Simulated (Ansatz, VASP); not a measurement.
ZnO: VASP beside Ansatz

File INCAR:

```
SYSTEM = ZnO
  ALGO = Normal
  EDIFF = 1E-7
  ENCUT = 520
  GGA = PE
  ISIF = 2
  ISMEAR = 0
  LASPH = .TRUE.
  LCHARG = .TRUE.
  LELF = .TRUE.
  LREAL = .FALSE.
  LVHAR = .TRUE.
  LWAVE = .FALSE.
  NBANDS = 26
  NELM = 60
  PREC = Accurate
  SIGMA = 0.05
```

KPOINTS

```
k-points
0
G
  12 12 6
  0 0 0
```

POSCAR

```
ZnO
1.0
    3.1969799007      0.0000000000      0.0000000000
   -1.5984899503      2.7686658094      0.0000000000
    0.0000000000      0.0000000000      5.3758457155
Zn O
2 2
Direct
    0.3333333333      0.6666666667      0.0000000000
    0.6666666667      0.3333333333      0.5000000000
    0.3333333333      0.6666666667      0.3821000000
    0.6666666667      0.3333333333      0.8821000000
```

Input for Ansatz:

```yaml
crystal:
  lattice:
    - [3.1969799007, 0.0, 0.0]
    - [-1.5984899503, 2.7686658094, 0.0]
    - [0.0, 0.0, 5.3758457155]
  atoms:
    - { symbol: Zn, position: [0.3333333333, 0.6666666667, 0.0] }
    - { symbol: Zn, position: [0.6666666667, 0.3333333333, 0.5] }
    - { symbol: O, position: [0.3333333333, 0.6666666667, 0.3821] }
    - { symbol: O, position: [0.6666666667, 0.3333333333, 0.8821] }
basis:
  ecutwfc: 420
kpoints:
  mp_grid: { grid: [12, 12, 6] }
hamiltonian:
  xc: pbe
scf:
  occupations: { method: gaussian, width: 0.05 }
output:
  forces: true
  stress: true
  eigenvalues: true
```

Alike in both runs: task single point; functional PBE; k mesh 12 × 12 × 6; occupations gaussian, width 0.05 eV; no spin polarisation.

```csv
,VASP,Ansatz
version,VASP 6.6.1,Ansatz 0.2.0
potentials or method,"VASP PAW PBE potentials, release 64 (Zn, O), cutoff 520 eV","scalar-relativistic, plane waves, PAW"
valence electrons in the cell,36,36
```

```csv
,VASP,Ansatz,Ansatz less VASP
gap on the k mesh at the Fermi level (eV),0.71,0.73,+0.015
least direct gap on the mesh (eV),0.71,0.73,+0.015
pressure (GPa),6.7,5.6,-1.09
"traceless stress, the component that is largest in VASP (GPa)",-7.04,-6.69,+0.350
rms of the force components (eV/Å),0.246,0.227,-0.0189
```

Atom by atom the forces differ by 0.019 eV/Å (rms over components). The functional is the same, so the differences come from potentials, cutoffs and numerics.
